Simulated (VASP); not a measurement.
Here is a VASP 6.6.1 calculation.

Contents of INCAR:

```
SYSTEM = TePb
PREC = Accurate ; ENCUT = 520
EDIFF = 1E-6 ; ISMEAR = 1
SIGMA = 0.025 ; LREAL = .FALSE.
LASPH = .TRUE. ; NELM = 80
ALGO = Normal ; ISIF = 2
LWAVE = .FALSE. ; LCHARG = .TRUE.
GGA = VW ; LELF = .TRUE.
LVHAR = .TRUE. ; NBANDS = 17
```

The input KPOINTS:

```
Automatic mesh
0
G
  7 7 7
  0 0 0
```

The input POSCAR:

```
TePb
1.0
    0.0000000000      3.1900632923      3.1900632923
    3.1900632923      0.0000000000      3.1900632923
    3.1900632923      3.1900632923      0.0000000000
Pb Te
1 1
Direct
    0.0000000000      0.0000000000      0.0000000000
    0.5000000000      0.5000000000      0.5000000000
```

Potentials or basis: VASP PAW PBE potentials, release 64 (Pb_d, Te).

The run is started by

```console
$ cat potpaw_PBE.64/Pb_d/POTCAR potpaw_PBE.64/Te/POTCAR > POTCAR
$ mpirun -np 1 vasp_std > vasp.out
```

Task: Predict the pressure.

Result: -0.1 GPa.

Caveat: the PAW data sets were made with another functional, which shifts forces and pressure a little.
